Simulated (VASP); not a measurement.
Here is a VASP 6.6.1 calculation.

INCAR

```
SYSTEM = NiO2
ALGO     = Normal         ! electronic algorithm
EDIFF    = 1E-6           ! SCF threshold, eV
ENCUT    = 520            ! plane-wave cutoff, eV
ISIF     = 2              ! what is computed and relaxed
ISMEAR   = -1             ! smearing method
ISPIN    = 2              ! spin polarisation
LASPH    = .TRUE.         ! aspherical terms in the spheres
LCHARG   = .FALSE.        ! write CHGCAR
LMAXMIX  = 4              ! l up to which the mixer works
LORBIT   = 11             ! projections on sites
LREAL    = .FALSE.        ! projectors in reciprocal space
LWAVE    = .FALSE.        ! write WAVECAR
MAGMOM   = 0 0 0          ! initial moments
NBANDS   = 22             ! bands
NELM     = 150            ! most SCF steps
NUPDOWN  = 0.0            ! fixed moment
PREC     = Accurate       ! precision mode
SIGMA    = 0.1            ! smearing width, eV
```

The input KPOINTS:

```
k-points
0
G
  12 12 7
  0 0 0
```

The input POSCAR:

```
NiO2
1.0
    2.7987820000      0.0000000000      0.0000000000
   -1.3993910000      2.4238163117      0.0000000000
    0.0000000000      0.0000000000      4.6182730000
Ni O
1 2
Direct
    0.0000000000      0.0000000000      0.5000000000
    0.6666670000      0.3333330000      0.7060390000
    0.3333330000      0.6666670000      0.2939610000
```

Potentials or basis: VASP PAW LDA potentials, release 64 (Ni, O).

Run with:

```console
$ cat potpaw_LDA.64/Ni/POTCAR potpaw_LDA.64/O/POTCAR > POTCAR
$ mpirun -np 1 vasp_std > vasp.out
```

**Question.** Estimate the pressure.

**Answer.** -10.4 GPa.

**Question.** Predict the largest force.

**Answer.** 0.796 eV/Å.

Stress tensor (GPa, compression positive):
```
-10.81   0.00   0.00
  0.00 -10.81   0.00
  0.00   0.00  -9.67
```

Caveat: the cell stands under tension; the total moment is fixed, so each spin has its own Fermi level.
